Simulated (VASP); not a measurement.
Wanted: the native input for a VASP 6.6.1 run.

* Task: relaxation of cell and atoms
* Functional: r2SCAN
* Potentials or basis: VASP PAW PBE potentials, release 64 (Cd, S)
* Cutoff: 600 eV
* k mesh: 8 × 8 × 8
* Occupations: gaussian, width 0.01 eV
* Spin: no spin polarisation
* Target pressure: 1 GPa
* Dipole correction: no
* Further INCAR settings: ALGO = Normal; EDIFF = 1e-07; IBRION = 2; EDIFFG = -0.002; NSW = 100; ISIF = 3

The system is CdS.

```
CELL_PARAMETERS angstrom
0.00000 2.72688 2.72688
2.72688 0.00000 2.72688
2.72688 2.72688 0.00000
ATOMIC_POSITIONS crystal
Cd 0.00000 0.00000 0.00000
S 0.50000 0.50000 0.50000
```

These files were run (other wordings do the same):

POSCAR

```
CdS
1.0
    0.0000000000      2.7268811899      2.7268811899
    2.7268811899      0.0000000000      2.7268811899
    2.7268811899      2.7268811899      0.0000000000
Cd S
1 1
Direct
    0.0000000000      0.0000000000      0.0000000000
    0.5000000000      0.5000000000      0.5000000000
```

INCAR.step1

```
SYSTEM = CdS
PREC     = Accurate       ! precision mode
ENCUT    = 600            ! plane-wave cutoff, eV
ISMEAR   = 0              ! smearing method
SIGMA    = 0.01           ! smearing width, eV
LREAL    = .False.        ! projectors in reciprocal space
LASPH    = .True.         ! aspherical terms in the spheres
NELM     = 60             ! most SCF steps
GGA      = PE             ! functional
ALGO     = Normal         ! electronic algorithm
EDIFF    = 1E-4           ! SCF threshold, eV
LWAVE    = .True.         ! write WAVECAR
LCHARG   = .False.        ! write CHGCAR
```

INCAR.step2

```
SYSTEM = CdS
PREC     = Accurate       ! precision mode
ENCUT    = 600            ! plane-wave cutoff, eV
EDIFF    = 1E-7           ! SCF threshold, eV
ISMEAR   = 0              ! smearing method
SIGMA    = 0.01           ! smearing width, eV
LREAL    = .False.        ! projectors in reciprocal space
LASPH    = .True.         ! aspherical terms in the spheres
NELM     = 60             ! most SCF steps
ALGO     = Normal         ! electronic algorithm
ISIF     = 3              ! what is computed and relaxed
LWAVE    = .False.        ! write WAVECAR
LCHARG   = .False.        ! write CHGCAR
METAGGA  = R2SCAN         ! meta-GGA
LMIXTAU  = .True.       
IBRION   = 2              ! ionic algorithm
NSW      = 100            ! ionic steps
EDIFFG   = -0.002         ! ionic threshold
PSTRESS  = 10.0         
ISTART   = 1
```

KPOINTS

```
regular mesh
0
Gamma
  8 8 8
  0 0 0
```

Potentials or basis: VASP PAW PBE potentials, release 64 (Cd, S).

Launch:

```bash
$ cat potpaw_PBE.64/Cd/POTCAR potpaw_PBE.64/S/POTCAR > POTCAR
$ cp INCAR.step1 INCAR
$ mpirun -np 1 vasp_std > vasp.out
$ cp INCAR.step2 INCAR
$ mpirun -np 1 vasp_std > vasp.out
```

It gave:

```yaml
Relaxed_volume: 20.14 Å³/atom
Relaxed_cell: a = 3.848 Å, b = 3.848 Å, c = 3.848 Å, α = 60.00°, β = 60.00°, γ = 60.00°
Space_group_after_relaxing_to_0.1_Å: Fm-3m (No. 225)
Energy_change_on_relaxing_the_run_minimises_the_enthalpy: +0.6 meV/atom
Ionic_steps: 3
Pressure_after_relaxing: 1.0 GPa
Band_gap_on_the_k_mesh: 0.73 eV (least direct gap 2.40 eV)
```

Caveat: the cell is relaxed towards a set pressure, so the run minimises the enthalpy, not the energy; the PAW data sets were made with another functional, which shifts forces and pressure a little.

Run time: 4.1 min on 1 thread of Intel Xeon 8259CL, on a shared host, peak memory 0.21 GiB.
